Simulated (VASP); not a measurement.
Input of a VASP 6.6.1 run:

The input INCAR:

```
PREC = Accurate ; ENCUT = 520
EDIFF = 1E-6 ; ISMEAR = 0
SIGMA = 0.05 ; LREAL = False
LASPH = True ; NELM = 100
ALGO = Normal ; ISIF = 2
LWAVE = False ; LCHARG = False
LDIPOL = True ; IDIPOL = 3
DIPOL = 0.5 0.5 0.500 ; GGA = PE
IVDW = 12 ; NBANDS = 64
```

File KPOINTS:

```
Automatic mesh
0
Gamma
  3 3 1
```

POSCAR

```
MoS2
1.0
    6.3058975141      0.0000000000      0.0000000000
   -3.1529487571      5.4610674409      0.0000000000
    0.0000000000      0.0000000000     19.1272324035
S Mo
8 4
Direct
    0.6666666667      0.3333333333      0.4182518323
    0.6666666667      0.8333333333      0.4182518323
    0.1666666667      0.3333333333      0.4182518323
    0.1666666667      0.8333333333      0.4182518323
    0.6666666667      0.3333333333      0.5822054263
    0.6666666667      0.8333333333      0.5822054263
    0.1666666667      0.3333333333      0.5822054263
    0.1666666667      0.8333333333      0.5822054263
    0.3333333333      0.1666666667      0.5002290782
    0.3333333333      0.6666666667      0.5002290782
    0.8333333333      0.1666666667      0.5002290782
    0.8333333333      0.6666666667      0.5002290782
```

Potentials or basis: VASP PAW PBE potentials, release 64 (S, Mo_sv).

Command:

```bash
$ cat potpaw_PBE.64/S/POTCAR potpaw_PBE.64/Mo_sv/POTCAR > POTCAR
$ mpirun -np 1 vasp_std > vasp.out
```

Predict the dispersion energy per atom.

-0.320 eV.

Estimate the band gap on the k mesh.

1.78 eV.

Forces in eV/Å, atoms in the order of the input:
```
S    0.000  0.000  0.012
S    0.000  0.000  0.012
S    0.000  0.000  0.012
S    0.000  0.000  0.012
S    0.000  0.000 -0.012
S    0.000  0.000 -0.012
S    0.000  0.000 -0.012
S    0.000  0.000 -0.012
Mo   0.000  0.000  0.000
Mo   0.000  0.000  0.000
Mo   0.000  0.000  0.000
Mo   0.000  0.000  0.000
```
